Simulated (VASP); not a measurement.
# CdS (Hawleyite) in VASP: notebook, part 2 of 2

VASP 6.6.1. Earlier steps stand in the parts before.

**3. Single point, BLYP, collinear spin, ferromagnetic start (the cell strained at random)**

File INCAR:

```
SYSTEM = CdS
PREC = Accurate
ENCUT = 520
EDIFF = 1E-7
ISMEAR = -1
SIGMA = 0.025
LREAL = .FALSE.
LASPH = .TRUE.
NELM = 150
ALGO = Normal
ISIF = 2
LWAVE = .FALSE.
LCHARG = .FALSE.
ISPIN = 2
MAGMOM = 0.5 0
LORBIT = 11
GGA = B5
ALDAX = 1.0
AGGAX = 1.0
AGGAC = 1.0
ALDAC = 0.0
NBANDS = 20
```

File KPOINTS:

```
regular mesh
0
G
  8 8 8
  0 0 0
```

File POSCAR:

```
CdS
1.0
   -0.0007928495      3.0139042977      3.0204079494
    3.0214052947     -0.0008079931      3.0206159946
    3.0212988256      3.0139422828     -0.0008683509
Cd S
1 1
Direct
    0.0000076568      0.0000047059      0.0000323622
    0.7499923432      0.7499952941      0.7499676378
```

Potentials or basis: VASP PAW PBE potentials, release 64 (Cd, S).

The run is started by

```console
$ cat potpaw_PBE.64/Cd/POTCAR potpaw_PBE.64/S/POTCAR > POTCAR
$ mpirun -np 1 vasp_std > vasp.out
```

OUTCAR:

```text
SYSTEM = CdS
   PREC = Accurate
   ENCUT = 520
   EDIFF = 1E-7
   ISMEAR = -1
   LREAL = .FALSE.
   LASPH = .TRUE.
   NELM = 150
   ISIF = 2
   ISPIN = 2
   LORBIT = 11
   GGA = B5

 ion  position               nearest neighbor table
   1  0.000  0.000  0.000-   2 2.61   2 2.61   2 2.61   2 2.61
   2  0.750  0.750  0.750-   1 2.61   1 2.61   1 2.61   1 2.61

  LATTYP: Found a triclinic cell.
 ALAT       =     4.2682650911
 B/A-ratio  =     1.4155382255
 C/A-ratio  =     1.0001121069
 COS(alpha) =     0.0000671928
 COS(beta)  =     0.4988743470
 COS(gamma) =     0.7079940775

  Lattice vectors:

 A1 = (  -0.0001064691,   3.0147502759,  -3.0214843455)
 A2 = (   0.0006863804,   0.0008459782,  -6.0418922949)
 A3 = (  -3.0221981442,   3.0147122908,  -0.0002080452)

Analysis of symmetry for initial positions (statically):
=====================================================================
 Subroutine PRICEL returns:
 Original cell was already a primitive cell.

 Routine SETGRP: Setting up the symmetry group for a
 triclinic supercell.

 Subroutine GETGRP returns: Found  1 space group operations
 (whereof  1 operations were pure point group operations)
 out of a pool of  2 trial point group operations.

The static configuration has the point symmetry C_1 .

Analysis of symmetry for dynamics (positions and initial velocities):
=====================================================================
 Subroutine PRICEL returns:
 Original cell was already a primitive cell.

 Routine SETGRP: Setting up the symmetry group for a
 triclinic supercell.

 Subroutine GETGRP returns: Found  1 space group operations
 (whereof  1 operations were pure point group operations)
 out of a pool of  2 trial point group operations.

The dynamic configuration has the point symmetry C_1 .

Analysis of structural, dynamic, and magnetic symmetry:
=====================================================================
 Subroutine PRICEL returns:
 Original cell was already a primitive cell.

 Routine SETGRP: Setting up the symmetry group for a
 triclinic supercell.
[... 143 lines left out ...]

 number of electron      17.9999995 magnetization       0.0001115

 Free energy of the ion-electron system (eV)
  ---------------------------------------------------
  ext. energy  EPLUGINS =         0.00000000
  ---------------------------------------------------
  free energy    TOTEN  =        -5.21743616 eV

  energy without entropy =       -5.21743616  energy(sigma->0) =       -5.21743616

 E-fermi :   1.3012     XC(G=0):  -8.2279

 val. band max:        0.8578370098   @ k =   0.0000   0.0000   0.0000
 cond. band min:       1.7182865902   @ k =   0.0000   0.0000   0.0000
 fundamental gap:      0.8604495805
 Fermi energy:         1.3011675141

 spin component 1

 k-point     1 :       0.0000    0.0000    0.0000
  band No.  band energies     occupation
      1     -10.9343      1.00000
      2      -6.6126      1.00000
      3      -6.6124      1.00000
      4      -6.6113      1.00000
      5      -6.2677      1.00000
      6      -6.2673      1.00000
[... 541 lines left out ...]
     19      17.1251      0.00000
     20      17.5193      0.00000

 [... further k-points ...]

 spin component 2

 k-point     1 :       0.0000    0.0000    0.0000
  band No.  band energies     occupation
      1     -10.9343      1.00000
      2      -6.6124      1.00000
      3      -6.6122      1.00000
      4      -6.6111      1.00000
      5      -6.2675      1.00000
      6      -6.2671      1.00000
[... 541 lines left out ...]
     19      17.1251      0.00000
     20      17.5193      0.00000

 [... further k-points ...]
[... 5 lines left out ...]
  --------------------------------------------------------------------------------------
  -------------------------------------------------------------------------------------
  Total        0.0821464      0.0995958      0.0840251      0.0034711      0.0034041      0.0020302
  in kB        2.3915402      2.8995444      2.4462328      0.1010534      0.0991026      0.0591042
  external PRESSURE =       2.5791058 kB  Pullay stress =       0.0000000 kB

 VOLUME and BASIS-vectors are now :
 -----------------------------------------------------------------------------
  energy-cutoff  :      520.00
  volume of cell :       55.03
      direct lattice vectors                 reciprocal lattice vectors
    -0.000792850  3.013904298  3.020407949    -0.165427895  0.165879364  0.165515493
     3.021405295 -0.000807993  3.020615995     0.165464069 -0.165820256  0.165506640
     3.021298826  3.013942283 -0.000868351     0.165470168  0.165869629 -0.165469037

 POSITION                                       TOTAL-FORCE (eV/Angst)
 -----------------------------------------------------------------------------------
      0.00011      0.00012      0.00004         0.000522      0.000041      0.000912
      4.53132      4.52016      4.53008        -0.000522     -0.000041     -0.000912
 -----------------------------------------------------------------------------------
    total drift:                                0.000004      0.000005      0.000002

  FREE ENERGIE OF THE ION-ELECTRON SYSTEM (eV)
  ---------------------------------------------------
  free  energy   TOTEN  =        -5.2174361555 eV

  energy  without entropy=       -5.2174361553  energy(sigma->0) =       -5.21743616

 total charge

# of ion       s       p       d       tot
------------------------------------------
    1        0.418   0.271   9.570  10.259
    2        1.339   2.372   0.000   3.711
--------------------------------------------------
tot          1.757   2.643   9.570  13.970

 magnetization (x)

# of ion       s       p       d       tot
------------------------------------------
    1        0.000   0.000   0.000   0.000
    2       -0.000   0.000   0.000   0.000
--------------------------------------------------
tot          0.000   0.000   0.000   0.000
```

OSZICAR:

```text
N       E                     dE             d eps       ncg     rms          rms(c)
DAV:   1     0.115059345355E+03    0.11506E+03   -0.83502E+03 21304   0.786E+02
DAV:   2    -0.525401495350E+00   -0.11558E+03   -0.10720E+03 23208   0.216E+02
DAV:   3    -0.584855822487E+01   -0.53232E+01   -0.52882E+01 25356   0.473E+01
DAV:   4    -0.588336115706E+01   -0.34803E-01   -0.34795E-01 23416   0.378E+00
DAV:   5    -0.588373575251E+01   -0.37460E-03   -0.37459E-03 25212   0.377E-01    0.643E+00
DAV:   6    -0.522651873659E+01    0.65722E+00   -0.82647E-01 29008   0.102E+01    0.524E+00
DAV:   7    -0.521808102722E+01    0.84377E-02   -0.18146E-01 23592   0.246E+00    0.305E+00
DAV:   8    -0.521860757809E+01   -0.52655E-03   -0.13094E-02 22308   0.969E-01    0.117E+00
DAV:   9    -0.521743681981E+01    0.11708E-02   -0.14874E-03 23032   0.259E-01    0.258E-01
DAV:  10    -0.521733061800E+01    0.10620E-03   -0.21637E-04 23876   0.125E-01    0.816E-02
DAV:  11    -0.521739714614E+01   -0.66528E-04   -0.61533E-05 22508   0.618E-02    0.532E-02
DAV:  12    -0.521743854651E+01   -0.41400E-04   -0.29825E-05 22048   0.401E-02    0.356E-02
DAV:  13    -0.521743606391E+01    0.24826E-05   -0.29667E-06 24244   0.139E-02    0.666E-03
DAV:  14    -0.521743615552E+01   -0.91613E-07   -0.47932E-07 23624   0.421E-03
   1 F= -.52174362E+01 E0= -.52174362E+01  d E =-.204519E-09  mag=    -0.0000
```

stdout:

```text
POSCAR found type information on POSCAR CdS
 POSCAR found :  2 types and       2 ions
 scaLAPACK will be used
 -----------------------------------------------------------------------------
|                                                                             |
|                                                                             |
|     You enforced a specific xc type in the INCAR file but a different       |
|     I HOPE YOU KNOW WHAT YOU ARE DOING!                                     |
|                                                                             |
 -----------------------------------------------------------------------------

 LDA part: xc-table for (Slater(with rela. corr.)+VWN5), standard interpolation
 POSCAR, INCAR and KPOINTS ok, starting setup
 FFT: planning ... GRIDC
 FFT: planning ... GRID_SOFT
 FFT: planning ... GRID
 WAVECAR not read
 entering main loop
```

Wall time 7.4 min (1 thread of Intel Xeon Platinum 8259CL at 2.50GHz (Skylake/Cascade Lake), shared host); peak memory 0.52 GiB.

Results:

* Free energy: -5.2174 eV
* Pressure: 0.3 GPa
* Band gap on the k mesh: 0.86 eV, direct
* Net moment: 0.00 μB per cell
* Valence electrons inside the program's atomic spheres: Cd 10.26; S 3.71

Levels at points of the mesh, in eV from the valence-band top:
Spin up:
```
           k point  band 6  band 7  band 8  band 9  band 10  band 11  band 12  band 13
(0.00, 0.00, 0.00)   -7.13   -0.01   -0.01    0.00     0.86     6.53     6.53     6.53
(0.50, 0.00, 0.00)   -6.83   -3.81   -0.62   -0.61     2.79     6.98     7.00     7.18
(0.00, 0.50, 0.00)   -6.83   -3.81   -0.62   -0.61     2.79     6.98     7.00     7.18
(0.50, 0.50, 0.00)   -6.78   -3.53   -1.54   -1.53     3.78     4.14     8.86    10.08
(0.00, 0.00, 0.50)   -6.83   -3.81   -0.62   -0.61     2.79     6.98     7.00     7.18
(0.50, 0.00, 0.50)   -6.77   -3.52   -1.54   -1.54     3.77     4.13     8.88    10.09
(0.00, 0.50, 0.50)   -6.78   -3.53   -1.54   -1.53     3.78     4.15     8.86    10.08
(0.50, 0.50, 0.50)   -6.83   -3.80   -0.62   -0.61     2.79     6.98     7.00     7.18
```
Spin down:
```csv
k point,band 7,band 8,band 9,band 10,band 11,band 12
"(0.00, 0.00, 0.00)",-0.01,-0.01,0.00,0.86,6.53,6.53
"(0.50, 0.00, 0.00)",-3.81,-0.62,-0.61,2.79,6.98,7.00
"(0.00, 0.50, 0.00)",-3.81,-0.62,-0.61,2.79,6.98,7.00
"(0.50, 0.50, 0.00)",-3.53,-1.54,-1.53,3.78,4.14,8.86
"(0.00, 0.00, 0.50)",-3.81,-0.62,-0.61,2.79,6.98,7.00
"(0.50, 0.00, 0.50)",-3.52,-1.54,-1.54,3.77,4.13,8.88
"(0.00, 0.50, 0.50)",-3.53,-1.54,-1.53,3.78,4.15,8.86
"(0.50, 0.50, 0.50)",-3.80,-0.62,-0.61,2.79,6.98,7.00
```

Caveat: the cell differs from its parent crystal (the cell strained at random); the PAW data sets were made with another functional, which shifts forces and pressure a little.
